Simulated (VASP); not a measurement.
# Mg6H13F in VASP: notebook

Mg6H13F is run at these levels: PBE; tasks: single point.

Program: VASP 6.6.1. These are calculated values, not measurements. Logs are shortened: lines on timing, memory, paths and dates and some standing lists are left out, and cuts for length are marked.

## (1) The cell of the first run

The cell holds a slab with vacuum, 20 atoms: a = 5.434 Å, b = 5.434 Å, c = 19.732 Å, α = 90.00°, β = 90.00°, γ = 72.00°.

## (2) Single point, PBE

Input file INCAR:

```
SYSTEM = Mg6H13F
PREC = Accurate
ENCUT = 520
EDIFF = 1E-6
ISMEAR = -1
SIGMA = 0.05
LREAL = Auto
LASPH = .True.
NELM = 100
ALGO = Normal
ISIF = 2
LWAVE = .False.
LCHARG = .False.
GGA = PE
NBANDS = 32
```

Input file KPOINTS:

```
Automatic mesh
0
Gamma
  3 3 1
  0 0 0
```

Input file POSCAR:

```
Mg6H13F
1.0
    5.4336820000      0.0000000000      0.0000000000
    1.6790490000      5.1677550000      0.0000000000
    0.0000000000      0.0000000000     19.7321500000
Mg H F
6 13 1
Direct
    0.0000000000      0.0000000000      0.0506787147
    0.3819624609      0.3819647023      0.1062884683
    0.7324327925      0.7305880406      0.1696672689
    0.1735524859      0.1729377650      0.2370648916
    0.5114827584      0.5084219356      0.2901052344
    0.9023967433      0.8951275747      0.3172994327
    0.1615292608      0.1615208151      0.1187452964
    0.0759617135      0.6879776615      0.1062884683
    0.6024140648      0.6024085894      0.0938316402
    0.6879756325      0.0759710938      0.1062884683
    0.9124780828      0.9137817099      0.2212429968
    0.8430599331      0.3809778134      0.2024259901
    0.3558182741      0.3836675694      0.2065157623
    0.3986359927      0.8405584243      0.2121410997
    0.7566324162      0.6416132344      0.3016751849
    0.5948970398      0.1672486409      0.3091908383
    0.0902507190      0.1139372900      0.3279723700
    0.1906298728      0.5984803846      0.3230109238
    0.5345242498      1.0443800064      0.3955372324
    0.6974542547      0.9167423765      0.4041120709
```

Potentials or basis: VASP PAW PBE potentials, release 64 (Mg, H, F).

The run is started by

```console
> cat potpaw_PBE.64/Mg/POTCAR potpaw_PBE.64/H/POTCAR potpaw_PBE.64/F/POTCAR > POTCAR
> mpirun -np 1 vasp_std > vasp.out
```

OUTCAR:

```text
SYSTEM = Mg6H13F
   PREC = Accurate
   ENCUT = 520
   EDIFF = 1E-6
   ISMEAR = -1
   LREAL = Auto
   LASPH = .True.
   NELM = 100
   ISIF = 2
   GGA = PE

 ion  position               nearest neighbor table
   1  0.000  0.000  0.051-   8 1.95  10 1.95   7 1.95   3 3.33   2 3.53   2 3.53   2 3.53
   2  0.382  0.382  0.106-   7 1.95   9 1.95  10 1.95   8 1.95  13 1.98   4 3.17   3 3.32   1 3.53
                             1 3.53   1 3.53
   3  0.732  0.731  0.170-   9 1.88  11 1.89  14 1.92  12 1.92   8 2.20  10 2.21   5 3.07   6 3.26
                             2 3.32   1 3.33   4 3.49   4 3.50
   4  0.174  0.173  0.237-  13 1.83  17 1.90  14 1.91  12 1.93   6 2.89   5 3.14   2 3.17   3 3.49
                             3 3.50   5 3.65
   5  0.511  0.508  0.290-  15 1.72  18 1.78  16 1.81  13 2.06   3 3.07   4 3.14   6 3.37   6 3.40
                             6 3.46   4 3.65
   6  0.902  0.895  0.317-  17 1.80  15 1.81  16 1.86  18 1.87  11 1.90  20 2.03   4 2.89   3 3.26
                             5 3.37   5 3.40   5 3.46
   7  0.162  0.162  0.119-   2 1.95   1 1.95
   8  0.076  0.688  0.106-   1 1.95   2 1.95   3 2.20
   9  0.602  0.602  0.094-   3 1.88   2 1.95
  10  0.688  0.076  0.106-   1 1.95   2 1.95   3 2.21
  11  0.912  0.914  0.221-   3 1.89   6 1.90
  12  0.843  0.381  0.202-   3 1.92   4 1.93
  13  0.356  0.384  0.207-   4 1.83   2 1.98   5 2.06
  14  0.399  0.841  0.212-   4 1.91   3 1.92
  15  0.757  0.642  0.302-   5 1.72   6 1.81
  16  0.595  0.167  0.309-   5 1.81   6 1.86
  17  0.090  0.114  0.328-   6 1.80   4 1.90
  18  0.191  0.598  0.323-   5 1.78   6 1.87
  19  0.535  0.044  0.396-  20 0.96
  20  0.697  0.917  0.404-  19 0.96   6 2.03

  LATTYP: Found a base centered orthorhombic cell.
 ALAT       =     6.3877195230
 B/A-ratio  =     1.3763676380
 C/A-ratio  =     3.0890758320

  Lattice vectors:

 A1 = (  -1.6790490000,  -5.1677550000,   0.0000000000)
 A2 = (   5.4336820000,   0.0000000000,   0.0000000000)
 A3 = (   0.0000000000,   0.0000000000,  19.7321500000)

Analysis of symmetry for initial positions (statically):
=====================================================================
 Subroutine PRICEL returns:
 Original cell was already a primitive cell.

 Routine SETGRP: Setting up the symmetry group for a
 base centered orthorhombic supercell.

 Subroutine GETGRP returns: Found  1 space group operations
 (whereof  1 operations were pure point group operations)
 out of a pool of  8 trial point group operations.

The static configuration has the point symmetry C_1 .

Analysis of symmetry for dynamics (positions and initial velocities):
=====================================================================
 Subroutine PRICEL returns:
 Original cell was already a primitive cell.

 Routine SETGRP: Setting up the symmetry group for a
 base centered orthorhombic supercell.

 Subroutine GETGRP returns: Found  1 space group operations
 (whereof  1 operations were pure point group operations)
 out of a pool of  8 trial point group operations.

The dynamic configuration has the point symmetry C_1 .

 Subroutine INISYM returns: Found  1 space group operations
 (whereof  1 operations are pure point group operations),
 and found     1 'primitive' translations

----------------------------------------------------------------------------------------

                                     Primitive cell

  volume of cell :     554.0775

  direct lattice vectors                    reciprocal lattice vectors
     5.433682000  0.000000000  0.000000000     0.184037270 -0.059795326  0.000000000
     1.679049000  5.167755000  0.000000000     0.000000000  0.193507626  0.000000000
     0.000000000  0.000000000 19.732150000     0.000000000  0.000000000  0.050678715

  length of vectors
     5.433682000  5.433681743 19.732150000     0.193507617  0.193507626  0.050678715

  position of ions in fractional coordinates (direct lattice)
     0.000000000  0.000000000  0.050678715
     0.381962461  0.381964702  0.106288468
     0.732432792  0.730588041  0.169667269
     0.173552486  0.172937765  0.237064892
     0.511482758  0.508421936  0.290105234
     0.902396743  0.895127575  0.317299433
[... 12 lines left out ...]
     0.534524250  0.044380006  0.395537232
     0.697454255  0.916742376  0.404112071

  ion indices of the primitive-cell ions
   primitive index   ion index
                 1           1
                 2           2
                 3           3
                 4           4
                 5           5
                 6           6
[... 12 lines left out ...]
                19          19
                20          20

----------------------------------------------------------------------------------------

 KPOINTS: Automatic mesh

Automatic generation of k-mesh.
 Grid dimensions read from file:
 generate k-points for:    3    3    1

 Generating k-lattice:

  Cartesian coordinates                     Fractional coordinates (reciprocal lattice)
     0.061345757 -0.019931775  0.000000000     0.333333333 -0.000000000  0.000000000
     0.000000000  0.064502542  0.000000000     0.000000000  0.333333333  0.000000000
     0.000000000  0.000000000  0.050678715     0.000000000  0.000000000  1.000000000

  Length of vectors
     0.064502539  0.064502542  0.050678715

  Shift w.r.t. Gamma in fractional coordinates (k-lattice)
     0.000000000  0.000000000  0.000000000

 Subroutine IBZKPT returns following result:
 ===========================================

 Found      5 irreducible k-points:

 Following reciprocal coordinates:
            Coordinates               Weight
  0.000000  0.000000  0.000000      1.000000
  0.333333  0.000000  0.000000      2.000000
  0.000000 -0.333333  0.000000      2.000000
  0.333333  0.333333  0.000000      2.000000
 -0.333333  0.333333  0.000000      2.000000
   k-points           NKPTS =      5   k-points in BZ     NKDIM =      5   number of bands    NBANDS=     32
   number of dos      NEDOS =    301   number of ions     NIONS =     20
   total plane-waves  NPLWV = 240000
   dimension x,y,z NGX =    40 NGY =   40 NGZ =  150
   dimension x,y,z NGXF=    80 NGYF=   80 NGZF=  300
   ions per type =               6  13   1
   NGX,Y,Z   is equivalent  to a cutoff of  12.24, 12.24, 12.64 a.u.
   NGXF,Y,Z  is equivalent  to a cutoff of  24.48, 24.48, 25.28 a.u.
 SYSTEM =  Mg6H13F
   PREC   = accura    normal or accurate (medium, high low for compatibility)
   ISTART =      0    job   : 0-new  1-cont  2-samecut
   ICHARG =      2    charge: 1-file 2-atom 10-const
   ISPIN  =      1    spin polarized calculation?
   LNONCOLLINEAR =      F non collinear calculations
   LSORBIT =      F    spin-orbit coupling
   LASPH  =      T    aspherical Exc in radial PAW
   ENCUT  =  520.0 eV  38.22 Ry    6.18 a.u.  10.10 10.10 36.69*2*pi/ulx,y,z
   NELM   =    100;   NELMIN=  2; NELMDL= -5     # of ELM steps
   EDIFF  = 0.1E-05   stopping-criterion for ELM
   LREAL  =      T    real-space projection
   EDIFFG = 0.1E-04   stopping-criterion for IOM
   NSW    =      0    number of steps for IOM
   IBRION =     -1    ionic relax: 0-MD 1-quasi-New 2-CG
   NFREE  =      0    steps in history (QN), initial steepest desc. (CG)
   ISIF   =      2    stress and relaxation
   ISYM   =      2    0-nonsym 1-usesym 2-fastsym
   POTIM  = 0.5000    time-step for ionic-motion
   TEBEG  =    0.0;   TEEND  =   0.0 temperature during run
   PSTRESS=    0.0 pullay stress
   NELECT =      32.0000    total number of electrons
   NUPDOWN=      -1.0000    fix difference up-down
   EMIN   =  10.00;   EMAX   =-10.00  energy-range for DOS
   EFERMI =   0.00;   METHOD = LEGACY
   ISMEAR =    -1;   SIGMA  =   0.05  broadening in eV -4-tet -1-fermi 0-gaus
   EFERMI_NEDOS =   21; number of points for ismear=-14 and -15
   IALGO  =     38    algorithm
   IMIX   =      4    mixing-type and parameters
     AMIX     =   0.40;   BMIX     =  1.00
     AMIX_MAG =   1.60;   BMIX_MAG =  1.00
  volume/ion in A,a.u.               =      27.70       186.95
  Fermi-wavevector in a.u.,A,eV,Ry     =   0.632802  1.195823  5.448298  0.400439
  Thomas-Fermi vector in A             =   1.696242
   LORBIT       =      0    0 simple, 1 ext, 2 COOP (PROOUT), +10 PAW based schemes
   GGA     = PE    functional components
   LHFCALC =     F    Hartree Fock is set to
   AEXX    =    0.0000 exact exchange contribution
   IVDW    =     0    specifies the selected vdW correction
   LEPSILON=     F    determine dielectric tensor
   LRPA    =     F    only Hartree local field effects (RPA)
 non-spin polarized calculation
  energy-cutoff  :      520.00
  volume of cell :      554.08
 maximum number of plane-waves:     14972
   NGX = 21   NGY = 21   NGZ = 73

 number of electron      32.0000000 magnetization

 Free energy of the ion-electron system (eV)
  ---------------------------------------------------
  ext. energy  EPLUGINS =         0.00000000
  ---------------------------------------------------
  free energy    TOTEN  =       -55.82332838 eV

  energy without entropy =      -55.79467237  energy(sigma->0) =      -55.80900038

 E-fermi :  -2.1924     XC(G=0):  -3.8955

 val. band max:       -2.2758168927   @ k =   0.0000  -0.3333   0.0000
 cond. band min:      -2.1765871855   @ k =   0.0000   0.0000   0.0000
 fundamental gap:      0.0992297072
 Fermi energy:        -2.1923700177

 k-point     1 :       0.0000    0.0000    0.0000
  band No.  band energies     occupation
      1     -28.5377      2.00000
      2     -11.9336      2.00000
      3      -9.0358      2.00000
      4      -8.6477      2.00000
      5      -8.2566      2.00000
      6      -7.2852      2.00000
[... 20 lines left out ...]
     27       2.8665      0.00000
     28       2.9040      0.00000

 k-point     2 :       0.3333    0.0000    0.0000
  band No.  band energies     occupation
      1     -28.5376      2.00000
      2     -11.9415      2.00000
      3      -8.8960      2.00000
      4      -8.2907      2.00000
      5      -8.1921      2.00000
      6      -6.8690      2.00000
[... 85 lines left out ...]
 k-point     5 :      -0.3333    0.3333    0.0000
  band No.  band energies     occupation
      1     -28.5376      2.00000
      2     -11.9423      2.00000
      3      -8.8514      2.00000
      4      -8.2886      2.00000
      5      -7.4123      2.00000
      6      -6.9703      2.00000
[... 20 lines left out ...]
     27       3.2884      0.00000
     28       3.5810      0.00000
 [bands above 28 left out]

------------------------ aborting loop because EDIFF is reached ----------------------------------------

  FORCE on cell =-STRESS in cart. coord.  units (eV):
  Direction    XX          YY          ZZ          XY          YZ          ZX
  --------------------------------------------------------------------------------------
  -------------------------------------------------------------------------------------
  Total        1.3788531      1.7023372     -1.5408854      0.8191425     -0.2678001     -0.5576373
  in kB        3.9871085      4.9224991     -4.4556430      2.3686423     -0.7743740     -1.6124707
  external PRESSURE =       1.4846549 kB  Pullay stress =       0.0000000 kB

 VOLUME and BASIS-vectors are now :
 -----------------------------------------------------------------------------
  energy-cutoff  :      520.00
  volume of cell :      554.08
      direct lattice vectors                 reciprocal lattice vectors
     5.433682000  0.000000000  0.000000000     0.184037270 -0.059795326  0.000000000
     1.679049000  5.167755000  0.000000000     0.000000000  0.193507626  0.000000000
     0.000000000  0.000000000 19.732150000     0.000000000  0.000000000  0.050678715

 POSITION                                       TOTAL-FORCE (eV/Angst)
 -----------------------------------------------------------------------------------
      0.00000      0.00000      1.00000        -0.144241     -0.089402      2.320834
      2.71680      1.97390      2.09730         0.443146      0.335863      1.095470
      5.20650      3.77550      3.34790         0.303187      0.140623      0.202137
      1.23340      0.89370      4.67780        -0.378175     -0.190602      0.143468
      3.63290      2.62740      5.72440        -0.261022     -0.096452     -0.752493
      6.40630      4.62580      6.26100        -0.059400     -0.405944     -0.356731
[... 12 lines left out ...]
      2.97895      0.22934      7.80480         0.065530      0.086629     -0.493213
      5.32900      4.73750      7.97400        -0.163310     -0.117764      1.340655
 -----------------------------------------------------------------------------------
    total drift:                                0.002629     -0.003124      0.003035

  FREE ENERGIE OF THE ION-ELECTRON SYSTEM (eV)
  ---------------------------------------------------
  free  energy   TOTEN  =       -55.8233283829 eV

  energy  without entropy=      -55.7946723676  energy(sigma->0) =      -55.80900038
```

Wall time 2.9 min (1 thread of Intel Xeon Platinum 8488C (Sapphire Rapids), shared host); peak memory 0.52 GiB.

Results:

- Free energy: -55.8233 eV
- Largest force: 2.327 eV/Å
- Band gap on the k mesh: 0.10 eV, indirect (least direct gap 0.19 eV)

Forces in eV/Å, atoms in the order of the input:
```
Mg  -0.144 -0.089  2.321
Mg   0.443  0.336  1.095
Mg   0.303  0.141  0.202
Mg  -0.378 -0.191  0.143
Mg  -0.261 -0.096 -0.752
Mg  -0.059 -0.406 -0.357
H    0.008 -0.011 -1.060
H   -0.002 -0.055 -0.800
H   -0.383 -0.236 -0.577
H   -0.062  0.025 -0.764
H    0.129 -0.017 -0.294
H    0.018  0.200  0.003
H    0.199  0.101 -0.345
H    0.239 -0.081  0.055
H   -0.003 -0.059  0.070
H   -0.362  0.186  0.040
H    0.448  0.224 -0.165
H   -0.033  0.061  0.336
H    0.066  0.087 -0.493
F   -0.163 -0.118  1.341
```

## (3) Single point, PBE

Input file INCAR:

```
SYSTEM = Mg6H13F
ALGO = Normal
EDIFF = 1E-6
ENCUT = 520
GGA = PE
ISIF = 2
ISMEAR = -1
LASPH = .TRUE.
LCHARG = .FALSE.
LREAL = Auto
LWAVE = .FALSE.
NBANDS = 32
NELM = 100
PREC = Accurate
SIGMA = 0.05
```

Input file KPOINTS:

```
k-points
0
G
  3 3 1
  0 0 0
```

Input file POSCAR:

```
Mg6H13F
1.0
    5.4336820000      0.0000000000      0.0000000000
    1.6790490000      5.1677550000      0.0000000000
    0.0000000000      0.0000000000     19.7321500000
Mg H F
6 13 1
Direct
    0.0000000000      0.0000000000      0.0506787147
    0.3819624609      0.3819647023      0.1062884683
    0.7604251495      0.7551248076      0.1629219320
    0.1345988777      0.1431956430      0.2261233571
    0.5415103526      0.5304818050      0.2788646954
    0.9647956615      0.8068300452      0.3260415109
    0.1615292608      0.1615208151      0.1187452964
    0.0759617135      0.6879776615      0.1062884683
    0.6024140648      0.6024085894      0.0938316402
    0.6879756325      0.0759710938      0.1062884683
    0.9320908595      0.8970045987      0.2186786539
    0.8178514211      0.3915046282      0.1899235512
    0.4161028551      0.3300853078      0.2052437266
    0.4765287509      0.8553617577      0.2278413655
    0.8497570616      0.5614430251      0.2937084910
    0.4127004735      0.1657586321      0.3164683017
    0.0984878060      0.1037781396      0.3177606090
    0.3317632170      0.6116582539      0.3548168851
    0.5499158137      1.1194029129      0.3388632258
    0.8161165007      0.9865599279      0.3965305352
```

Potentials or basis: VASP PAW PBE potentials, release 64 (Mg, H, F).

The run is started by

```console
> cat potpaw_PBE.64/Mg/POTCAR potpaw_PBE.64/H/POTCAR potpaw_PBE.64/F/POTCAR > POTCAR
> mpirun -np 1 vasp_std > vasp.out
```

Wall time 2.6 min (1 thread of Intel Xeon Platinum 8488C (Sapphire Rapids), shared host); peak memory 0.53 GiB.

The run converged. Its results:

```
Free energy            : -56.0141 eV
Largest force          : 1.623 eV/Å
Band gap on the k mesh : zero (band 16 reaches -3.21 eV, above the bottom of band 17 at -3.28 eV)
```

Forces in eV/Å, atoms in the order of the input:
```
Mg  -0.066  0.000  1.621
Mg   0.656  0.340  1.020
Mg  -0.648 -0.481 -0.011
Mg   0.145  0.134 -0.129
Mg  -0.439 -0.261  0.109
Mg   1.235 -0.510 -0.109
H    0.031 -0.103 -0.889
H    0.091 -0.084 -0.742
H   -0.444 -0.134 -0.560
H    0.063  0.022 -0.706
H    0.607  0.134  0.428
H    0.282  0.111  0.092
H   -0.577  0.270  0.013
H   -0.296 -0.179 -0.393
H    0.223 -0.247  0.078
H    1.165 -0.418  0.768
H   -0.101 -0.023 -0.454
H   -0.278  0.213 -0.703
H   -0.926  0.484 -0.439
F   -0.725  0.732  1.006
```

Levels at points of the mesh, in eV from the Fermi level:
```csv
k point,band 14,band 15,band 16,band 17,band 18,band 19
"(0.00, 0.00, 0.00)",-0.99,-0.67,-0.42,-0.11,2.34,2.81
```

Caveat: the k points lie up to 0.41 Å⁻¹ apart.

(Part 1 of 2 ends here.)
